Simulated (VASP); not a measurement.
# Rb (Im-3m) in VASP: notebook

Runs on Rb. Level: r2SCAN. Tasks: single point.

Everything below comes from runs of VASP 6.6.1. Logs are shortened: lines on timing, memory, paths and dates and some standing lists are left out, and cuts for length are marked.

## 1. The cell of the first run

The structure is cubic, space group Im-3m (No. 229). Conventional cell: a = 5.735 Å, b = 5.735 Å, c = 5.735 Å, α = 90.00°, β = 90.00°, γ = 90.00°.

## 2. Single point, r2SCAN

POSCAR

```
Rb
1.0
   -2.8677202310      2.8677202310      2.8677202310
    2.8677202310     -2.8677202310      2.8677202310
    2.8677202310      2.8677202310     -2.8677202310
Rb
1
Direct
    0.0000000000      0.0000000000      0.0000000000
```

INCAR.step1

```
ALGO = Normal ; EDIFF = 1E-4
ENCUT = 520 ; GGA = PE
ISMEAR = 1 ; LASPH = T
LCHARG = F ; LREAL = F
LWAVE = T ; NBANDS = 10
NELM = 80 ; PREC = Accurate
SIGMA = 0.2
```

INCAR.step2

```
ALGO = Normal ; EDIFF = 1E-6
ENCUT = 520 ; ISIF = 2
ISMEAR = 1 ; ISTART = 1
LASPH = T ; LCHARG = F
LMIXTAU = T ; LREAL = F
LWAVE = F ; METAGGA = R2SCAN
NBANDS = 10 ; NELM = 80
PREC = Accurate ; SIGMA = 0.2
```

KPOINTS

```
k-points
0
Gamma
  8 8 8
```

Potentials or basis: VASP PAW PBE potentials, release 64 (Rb_sv).

The run is started by

```
cat potpaw_PBE.64/Rb_sv/POTCAR > POTCAR
cp INCAR.step1 INCAR
mpirun -np 1 vasp_std > vasp.out
cp INCAR.step2 INCAR
mpirun -np 1 vasp_std > vasp.out
```

OUTCAR:

```text
EDIFF = 1E-6
   ENCUT = 520
   ISIF = 2
   ISMEAR = 1
   ISTART = 1
   LASPH = T
   LREAL = F
   METAGGA = R2SCAN
   NELM = 80
   PREC = Accurate

 ion  position               nearest neighbor table
   1  0.000  0.000  0.000-

  LATTYP: Found a body centered cubic cell.
 ALAT       =     5.7354404620

  Lattice vectors:

 A1 = (  -2.8677202310,   2.8677202310,   2.8677202310)
 A2 = (   2.8677202310,  -2.8677202310,   2.8677202310)
 A3 = (   2.8677202310,   2.8677202310,  -2.8677202310)

Analysis of symmetry for initial positions (statically):
=====================================================================
 Subroutine PRICEL returns:
 Original cell was already a primitive cell.

 Routine SETGRP: Setting up the symmetry group for a
 body centered cubic supercell.

 Subroutine GETGRP returns: Found 48 space group operations
 (whereof 48 operations were pure point group operations)
 out of a pool of 48 trial point group operations.

The static configuration has the point symmetry O_h .

Analysis of symmetry for dynamics (positions and initial velocities):
=====================================================================
 Subroutine PRICEL returns:
 Original cell was already a primitive cell.

 Routine SETGRP: Setting up the symmetry group for a
 body centered cubic supercell.

 Subroutine GETGRP returns: Found 48 space group operations
 (whereof 48 operations were pure point group operations)
 out of a pool of 48 trial point group operations.

The dynamic configuration has the point symmetry O_h .

 Subroutine INISYM returns: Found 48 space group operations
 (whereof 48 operations are pure point group operations),
 and found     1 'primitive' translations

----------------------------------------------------------------------------------------

                                     Primitive cell

  volume of cell :      94.3345

  direct lattice vectors                    reciprocal lattice vectors
    -2.867720231  2.867720231  2.867720231     0.000000000  0.174354525  0.174354525
     2.867720231 -2.867720231  2.867720231     0.174354525  0.000000000  0.174354525
     2.867720231  2.867720231 -2.867720231     0.174354525  0.174354525  0.000000000

  length of vectors
     4.967037142  4.967037142  4.967037142     0.246574535  0.246574535  0.246574535

  position of ions in fractional coordinates (direct lattice)
     0.000000000  0.000000000  0.000000000

  ion indices of the primitive-cell ions
   primitive index   ion index
                 1           1

----------------------------------------------------------------------------------------

 KPOINTS: k-points

Automatic generation of k-mesh.
 Grid dimensions read from file:
 generate k-points for:    8    8    8

 Generating k-lattice:

  Cartesian coordinates                     Fractional coordinates (reciprocal lattice)
     0.000000000  0.021794316  0.021794316     0.125000000  0.000000000  0.000000000
     0.021794316  0.000000000  0.021794316     0.000000000  0.125000000  0.000000000
     0.021794316  0.021794316  0.000000000     0.000000000  0.000000000  0.125000000

  Length of vectors
     0.030821817  0.030821817  0.030821817

  Shift w.r.t. Gamma in fractional coordinates (k-lattice)
     0.000000000  0.000000000  0.000000000

 Subroutine IBZKPT returns following result:
 ===========================================

 Found     29 irreducible k-points:

 Following reciprocal coordinates:
            Coordinates               Weight
  0.000000  0.000000  0.000000      1.000000
  0.125000  0.000000  0.000000     12.000000
  0.250000  0.000000  0.000000     12.000000
  0.375000  0.000000  0.000000     12.000000
  0.500000  0.000000  0.000000      6.000000
  0.125000  0.125000  0.000000     24.000000
[... 16 lines left out ...]
 -0.250000  0.250000  0.250000      6.000000
 -0.375000  0.375000  0.250000     24.000000
 [... further k-points ...]
   k-points           NKPTS =     29   k-points in BZ     NKDIM =     29   number of bands    NBANDS=     10
   number of dos      NEDOS =    301   number of ions     NIONS =      1
   total plane-waves  NPLWV =  64000
   dimension x,y,z NGX =    40 NGY =   40 NGZ =   40
   dimension x,y,z NGXF=    80 NGYF=   80 NGZF=   80
   ions per type =               1
   NGX,Y,Z   is equivalent  to a cutoff of  13.39, 13.39, 13.39 a.u.
   NGXF,Y,Z  is equivalent  to a cutoff of  26.78, 26.78, 26.78 a.u.
 SYSTEM =  unknown system
   PREC   = accura    normal or accurate (medium, high low for compatibility)
   ISTART =      1    job   : 0-new  1-cont  2-samecut
   ICHARG =      0    charge: 1-file 2-atom 10-const
   ISPIN  =      1    spin polarized calculation?
   LNONCOLLINEAR =      F non collinear calculations
   LSORBIT =      F    spin-orbit coupling
   LASPH  =      T    aspherical Exc in radial PAW
   ENCUT  =  520.0 eV  38.22 Ry    6.18 a.u.   9.24  9.24  9.24*2*pi/ulx,y,z
   NELM   =     80;   NELMIN=  2; NELMDL=  0     # of ELM steps
   EDIFF  = 0.1E-05   stopping-criterion for ELM
   LREAL  =      F    real-space projection
   EDIFFG = 0.1E-04   stopping-criterion for IOM
   NSW    =      0    number of steps for IOM
   IBRION =     -1    ionic relax: 0-MD 1-quasi-New 2-CG
   NFREE  =      0    steps in history (QN), initial steepest desc. (CG)
   ISIF   =      2    stress and relaxation
   ISYM   =      2    0-nonsym 1-usesym 2-fastsym
   POTIM  = 0.5000    time-step for ionic-motion
   TEBEG  =    0.0;   TEEND  =   0.0 temperature during run
   PSTRESS=    0.0 pullay stress
   NELECT =       9.0000    total number of electrons
   NUPDOWN=      -1.0000    fix difference up-down
   EMIN   =  10.00;   EMAX   =-10.00  energy-range for DOS
   EFERMI =   0.00;   METHOD = LEGACY
   ISMEAR =     1;   SIGMA  =   0.20  broadening in eV -4-tet -1-fermi 0-gaus
   EFERMI_NEDOS =   21; number of points for ismear=-14 and -15
   IALGO  =     38    algorithm
   IMIX   =      4    mixing-type and parameters
     AMIX     =   0.40;   BMIX     =  1.00
     AMIX_MAG =   1.60;   BMIX_MAG =  1.00
  volume/ion in A,a.u.               =      94.33       636.60
  Fermi-wavevector in a.u.,A,eV,Ry     =   0.748053  1.413615  7.613588  0.559583
  Thomas-Fermi vector in A             =   1.844251
   LORBIT       =      0    0 simple, 1 ext, 2 COOP (PROOUT), +10 PAW based schemes
   METAGGA = R2SCAN    functional components
   LHFCALC =     F    Hartree Fock is set to
   AEXX    =    0.0000 exact exchange contribution
   IVDW    =     0    specifies the selected vdW correction
   LEPSILON=     F    determine dielectric tensor
   LRPA    =     F    only Hartree local field effects (RPA)
 non-spin polarized calculation
 Methfessel and Paxton  Order N= 1 SIGMA  =   0.20
  energy-cutoff  :      520.00
  volume of cell :       94.33
 maximum number of plane-waves:      2556
 NGX is ok and might be reduce to    40
   NGX = 19   NGY = 19   NGZ = 19

 number of electron       9.0000000 magnetization

 Free energy of the ion-electron system (eV)
  ---------------------------------------------------
  ext. energy  EPLUGINS =         0.00000000
  ---------------------------------------------------
  free energy    TOTEN  =       -13.91398577 eV

  energy without entropy =      -13.90991994  energy(sigma->0) =      -13.91263049

 E-fermi :   0.0166     XC(G=0):  -5.6343

 val. band max:       -0.0318095748   @ k =   0.2500   0.2500   0.0000
 cond. band min:       0.0942131325   @ k =  -0.3750   0.3750   0.2500
 fundamental gap:      0.1260227073
 Fermi energy:         0.0165962392

 k-point     1 :       0.0000    0.0000    0.0000
  band No.  band energies     occupation
      1     -30.1073      2.00000
      2     -13.5996      2.00000
      3     -13.5996      2.00000
      4     -13.5996      2.00000
      5      -2.0552      2.00000
      6       4.0693      0.00000
      7       4.0693      0.00000
      8       4.0693      0.00000
      9       5.0263      0.00000
     10       5.0263      0.00000

 k-point     2 :       0.1250    0.0000    0.0000
  band No.  band energies     occupation
      1     -30.1067      2.00000
      2     -13.6126      2.00000
      3     -13.6038      2.00000
      4     -13.5997      2.00000
      5      -1.8664      2.00000
      6       3.6813     -0.00000
      7       3.7954     -0.00000
      8       4.2396      0.00000
      9       4.7469      0.00000
     10       4.9382      0.00000

 k-point     3 :       0.2500    0.0000    0.0000
  band No.  band energies     occupation
      1     -30.1054      2.00000
      2     -13.6436      2.00000
      3     -13.6139      2.00000
      4     -13.5997      2.00000
      5      -1.3243      2.00000
      6       2.6551     -0.00000
      7       3.3230     -0.00000
      8       4.7390      0.00000
      9       4.8459      0.00000
     10       4.8826      0.00000

 k-point     4 :       0.3750    0.0000    0.0000
  band No.  band energies     occupation
      1     -30.1040      2.00000
      2     -13.6739      2.00000
      3     -13.6239      2.00000
      4     -13.5998      2.00000
      5      -0.5016      2.00153
      6       1.5876     -0.00000
      7       2.9770     -0.00000
      8       4.8521      0.00000
      9       5.0591      0.00000
     10       5.5299      0.00000

 k-point     5 :       0.5000    0.0000    0.0000
  band No.  band energies     occupation
      1     -30.1035      2.00000
      2     -13.6864      2.00000
      3     -13.6280      2.00000
      4     -13.5998      2.00000
      5       0.3483     -0.04079
      6       0.6818     -0.00003
      7       2.8548     -0.00000
      8       4.7109      0.00000
      9       5.4137      0.00000
     10       5.6901      0.00000

 k-point     6 :       0.1250    0.1250    0.0000
  band No.  band energies     occupation
      1     -30.1058      2.00000
      2     -13.6338      2.00000
      3     -13.6086      2.00000
      4     -13.6027      2.00000
      5      -1.5005      2.00000
      6       3.0684     -0.00000
      7       3.3105     -0.00000
      8       4.5374      0.00000
      9       4.5673      0.00000
     10       5.2075      0.00000
[... 183 lines left out ...]
 k-point    21 :      -0.3750   -0.3750    0.1250
  band No.  band energies     occupation
      1     -30.1024      2.00000
      2     -13.6623      2.00000
      3     -13.6622      2.00000
      4     -13.6165      2.00000
      5       1.1070     -0.00000
      6       1.1070     -0.00000
      7       1.7016     -0.00000
      8       4.5771      0.00000
      9       4.5771      0.00000
     10       5.1703      0.00000

 k-point    22 :       0.2500    0.2500    0.2500
  band No.  band energies     occupation
      1     -30.1032      2.00000
      2     -13.6420      2.00000
      3     -13.6420      2.00000
      4     -13.6420      2.00000
      5       1.3224     -0.00000
      6       1.3224     -0.00000
      7       1.3224     -0.00000
      8       3.0658     -0.00000
      9       5.8081      0.00000
     10       5.8081      0.00000

 k-point    23 :      -0.2500    0.2500    0.2500
  band No.  band energies     occupation
      1     -30.1037      2.00000
      2     -13.6450      2.00000
      3     -13.6292      2.00000
      4     -13.6292      2.00000
      5      -0.6521      2.00002
      6       2.4929     -0.00000
      7       3.2981     -0.00000
      8       3.2981     -0.00000
      9       4.8659      0.00000
     10       4.9732      0.00000

 k-point    24 :      -0.3750    0.3750    0.2500
  band No.  band energies     occupation
      1     -30.1025      2.00000
      2     -13.6640      2.00000
      3     -13.6400      2.00000
      4     -13.6315      2.00000
      5       0.0942      0.39478
      6       1.7889     -0.00000
      7       3.1766     -0.00000
      8       3.1880     -0.00000
      9       4.3777      0.00000
     10       5.5774      0.00000

 [... further k-points ...]

------------------------ aborting loop because EDIFF is reached ----------------------------------------

  FORCE on cell =-STRESS in cart. coord.  units (eV):
  Direction    XX          YY          ZZ          XY          YZ          ZX
  --------------------------------------------------------------------------------------
  -------------------------------------------------------------------------------------
  Total        0.0152704      0.0152704      0.0152704      0.0000000      0.0000000      0.0000000
  in kB        0.2593528      0.2593528      0.2593528      0.0000000      0.0000000      0.0000000
  external PRESSURE =       0.2593528 kB  Pullay stress =       0.0000000 kB

 VOLUME and BASIS-vectors are now :
 -----------------------------------------------------------------------------
  energy-cutoff  :      520.00
  volume of cell :       94.33
      direct lattice vectors                 reciprocal lattice vectors
    -2.867720231  2.867720231  2.867720231     0.000000000  0.174354525  0.174354525
     2.867720231 -2.867720231  2.867720231     0.174354525  0.000000000  0.174354525
     2.867720231  2.867720231 -2.867720231     0.174354525  0.174354525  0.000000000

 POSITION                                       TOTAL-FORCE (eV/Angst)
 -----------------------------------------------------------------------------------
      0.00000      0.00000      0.00000         0.000000      0.000000     -0.000000
 -----------------------------------------------------------------------------------
    total drift:                                0.000000      0.000000     -0.000000

  FREE ENERGIE OF THE ION-ELECTRON SYSTEM (eV)
  ---------------------------------------------------
  free  energy   TOTEN  =       -13.9139857690 eV

  energy  without entropy=      -13.9099199436  energy(sigma->0) =      -13.91263049
```

It used 220 s of CPU time on 1 thread of Intel Xeon 8259CL (shared host).

Results:

| Property | Result |
| --- | --- |
| Free energy | -13.9140 eV |
| Pressure | 0.0 GPa |
| Band gap on the k mesh | zero (an odd number of electrons rules out a gap without spin polarisation) |

Caveat: the PAW data sets were made with another functional, which shifts forces and pressure a little.

## 3. Single point, r2SCAN

POSCAR is that of step 2.

INCAR.step1

```
PREC = Accurate ; ENCUT = 520
ISMEAR = 1 ; SIGMA = 0.3
LREAL = F ; LASPH = T
NELM = 60 ; NBANDS = 10
GGA = PE ; ALGO = Normal
EDIFF = 1E-4 ; LWAVE = T
LCHARG = F
```

INCAR.step2

```
PREC = Accurate ; ENCUT = 520
EDIFF = 1E-6 ; ISMEAR = 1
SIGMA = 0.3 ; LREAL = F
LASPH = T ; NELM = 60
ALGO = Normal ; ISIF = 2
LWAVE = F ; LCHARG = F
METAGGA = R2SCAN ; LMIXTAU = T
NBANDS = 10 ; ISTART = 1
```

KPOINTS

```
regular mesh
0
Gamma
  8 8 8
```

Potentials or basis: VASP PAW PBE potentials, release 64 (Rb_sv).

The run is started by

```
cat potpaw_PBE.64/Rb_sv/POTCAR > POTCAR
cp INCAR.step1 INCAR
mpirun -np 1 vasp_std > vasp.out
cp INCAR.step2 INCAR
mpirun -np 1 vasp_std > vasp.out
```

Wall time 4.4 min (1 thread of Intel Xeon 8259CL, shared host); peak memory 0.26 GiB.

The run converged. Its results:

```yaml
Free_energy: -13.9158 eV
Pressure: 0.0 GPa
Band_gap_on_the_k_mesh: zero (an odd number of electrons rules out a gap without spin polarisation)
```

Levels at points of the mesh, in eV from the Fermi level:
| k point | band 1 | band 2 | band 3 | band 4 | band 5 | band 6 | band 7 | band 8 |
| --- | --- | --- | --- | --- | --- | --- | --- | --- |
| (0.00, 0.00, 0.00) | -30.11 | -13.61 | -13.61 | -13.61 | -2.06 | 4.06 | 4.06 | 4.06 |
| (0.50, 0.00, 0.00) | -30.11 | -13.69 | -13.63 | -13.61 | 0.34 | 0.68 | 2.85 | 4.70 |
| (0.50, 0.50, 0.50) | -30.11 | -13.67 | -13.67 | -13.67 | 1.33 | 1.33 | 3.41 | 3.41 |

Caveat: so wide a smearing shifts energies and pressures; the PAW data sets were made with another functional, which shifts forces and pressure a little.

(Continued in part 2 of 2.)
